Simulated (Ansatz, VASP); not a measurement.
# NaF: VASP beside Ansatz

```
CELL_PARAMETERS angstrom
0.00000 2.32000 2.32000
2.32000 0.00000 2.32000
2.32000 2.32000 0.00000
ATOMIC_POSITIONS crystal
Na 0.00000 0.00000 0.00000
F 0.50000 0.50000 0.50000
```

Alike in both runs: task single point; functional r2SCAN; k mesh 6 × 6 × 6; occupations gaussian, width 0.1 eV; no spin polarisation.

|  | VASP | Ansatz |
| --- | --- | --- |
| version | VASP 6.6.1 | Ansatz 0.2.0 |
| potentials or method | VASP PAW PBE potentials, release 64 (Na_pv, F), cutoff 520 eV | scalar-relativistic, plane waves, PAW |
| valence electrons in the cell | 14 | 16 |

Ansatz gave:

| Quantity | Value |
| --- | --- |
| gap on the k mesh at the Fermi level (eV) | 7.11 |
| least direct gap on the mesh (eV) | 7.11 |
| pressure (GPa) | -1.5 |

Task: Estimate VASP's values.

Result: gap on the k mesh at the Fermi level (eV): 7.15; least direct gap on the mesh (eV): 7.15; pressure (GPa): -2.0.

VASP's potentials were made for PBE, not for r2SCAN. VASP's potentials hold 14 valence electrons a cell and Ansatz's 16, so a difference there can come from the potentials and not from the codes.
